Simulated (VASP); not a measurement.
**KCl: relaxation of cell and atoms with PBEsol**

KCl:

```
K Cl
1.0
     0.00000    3.14647    3.14647
     3.14647    0.00000    3.14647
     3.14647    3.14647    0.00000
K Cl
1 1
Direct
  0.00000 0.00000 0.00000
  0.50000 0.50000 0.50000
```

```yaml
Program: VASP 6.6.1
Task: relaxation of cell and atoms
Functional: PBEsol
Potentials_or_basis: VASP PAW PBE potentials, release 64 (K_sv, Cl)
Cutoff: 500 eV
k_mesh: 6 × 6 × 6
Occupations: gaussian, width 0.01 eV
Spin: no spin polarisation
Dipole_correction: no
Further_INCAR_settings: ALGO = Normal; EDIFF = 1e-07; IBRION = 2; EDIFFG = -0.01; NSW = 60; ISIF = 3
```

- Relaxed volume: 30.54 Å³/atom
- Relaxed cell: a = 4.421 Å, b = 4.421 Å, c = 4.421 Å, α = 60.00°, β = 60.00°, γ = 60.00°
- Space group after relaxing (to 0.1 Å): Fm-3m (No. 225)
- Energy gained by relaxing: 0.8 meV/atom
- Ionic steps: 3
- Pressure after relaxing: 0.0 GPa
- Band gap on the k mesh: 5.09 eV

Step by step:
```csv
step,energy change (eV),largest force (eV/Å),pressure (GPa),volume (Å³)
1,0.0000,0.0000,-0.38,62.30
2,-0.0012,0.0000,-0.20,61.65
3,-0.0016,0.0000,-0.03,61.08
```

Final structure:
```cif
data_structure
_symmetry_space_group_name_H-M 'P 1'
_symmetry_Int_Tables_number 1
_cell_length_a 4.4206
_cell_length_b 4.4206
_cell_length_c 4.4206
_cell_angle_alpha 60.000
_cell_angle_beta 60.000
_cell_angle_gamma 60.000
_cell_volume 61.08
loop_
_atom_site_label
_atom_site_type_symbol
_atom_site_fract_x
_atom_site_fract_y
_atom_site_fract_z
_atom_site_occupancy
K1 K 0.00000 0.00000 0.00000 1
Cl1 Cl 0.50000 0.50000 0.50000 1
```

Levels at points of the mesh, in eV from the valence-band top:
| k point | band 6 | band 7 | band 8 | band 9 | band 10 | band 11 |
| --- | --- | --- | --- | --- | --- | --- |
| (0.00, 0.00, 0.00) | 0.00 | 0.00 | 0.00 | 5.09 | 8.30 | 8.30 |
| (0.50, 0.00, 0.00) | -1.12 | -0.35 | -0.35 | 7.48 | 8.56 | 10.54 |
| (0.50, 0.50, 0.00) | -0.69 | -0.23 | -0.23 | 6.38 | 8.31 | 10.02 |

Run time: 23 s on 1 thread of Intel Xeon 8259CL, with other jobs on the host, peak memory 0.18 GiB.

Caveat: the PAW data sets were made with another functional, which shifts forces and pressure a little. As with any semilocal functional, this PBEsol gap is likely too small.
